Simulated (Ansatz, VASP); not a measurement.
## P: VASP beside Ansatz

Contents of INCAR:

```
SYSTEM = P
ALGO = Normal
EDIFF = 1E-8
ENCUT = 520
GGA = PS
ISIF = 2
ISMEAR = -1
LASPH = .True.
LCHARG = .False.
LEFG = .True.
LREAL = .False.
LWAVE = .False.
NBANDS = 12
NELM = 60
PREC = Accurate
SIGMA = 0.05
```

KPOINTS

```
k-points
0
Gamma
  11 11 11
  0 0 0
```

Contents of POSCAR:

```
P
1.0
    1.7257251780      0.9963478961      3.1296800121
   -1.7257251780      0.9963478961      3.1296800121
    0.0000000000     -1.9926957921      3.1296800121
P
2
Direct
    0.2270802500      0.2270802500      0.2270802500
    0.7729197500      0.7729197500      0.7729197500
```

Input for Ansatz:

```yaml
crystal:
  lattice:
    - [1.725725178, 0.9963478961, 3.1296800121]
    - [-1.725725178, 0.9963478961, 3.1296800121]
    - [0.0, -1.9926957921, 3.1296800121]
  atoms:
    - { symbol: P, position: [0.22708025, 0.22708025, 0.22708025] }
    - { symbol: P, position: [0.77291975, 0.77291975, 0.77291975] }
kpoints:
  mp_grid: { grid: [11, 11, 11] }
scf:
  occupations: { method: fermi_dirac, width: 0.05 }
hamiltonian:
  xc: pbesol
  pseudopotentials: { kind: all_electron, datasets: crystal }
output:
  forces: true
  stress: true
  eigenvalues: true
  efg: { contact_densities: true }
```

Change from the starting cell: shortest bond scaled by 1, crystal datasets.

Alike in both runs: task electric field gradients; functional PBEsol; k mesh 11 × 11 × 11; occupations fermi-dirac, width 0.05 eV; no spin polarisation.

```csv
,VASP,Ansatz
version,VASP 6.6.1,Ansatz 0.2.0
potentials or method,"VASP PAW PBE potentials, release 64 (P), cutoff 520 eV","all-electron PAW with datasets made for the crystal, scalar-relativistic"
```

|  | VASP | Ansatz | Ansatz less VASP |
| --- | --- | --- | --- |
| pressure (GPa) | -1.8 | -1.8 | +0.02 |
| traceless stress, the component that is largest in VASP (GPa) | -0.63 | -0.75 | -0.127 |
| rms of the force components (eV/Å) | 0.166 | 0.180 | +0.0132 |
| size of Vzz on the site where it differs most (V/Å²) | 27.7 | 28.3 | +0.58 |

VASP's potentials were made for PBE, not for PBEsol. Atom by atom the forces differ by 0.013 eV/Å (rms over components). Ansatz ran all-electron here, and VASP with PAW potentials.
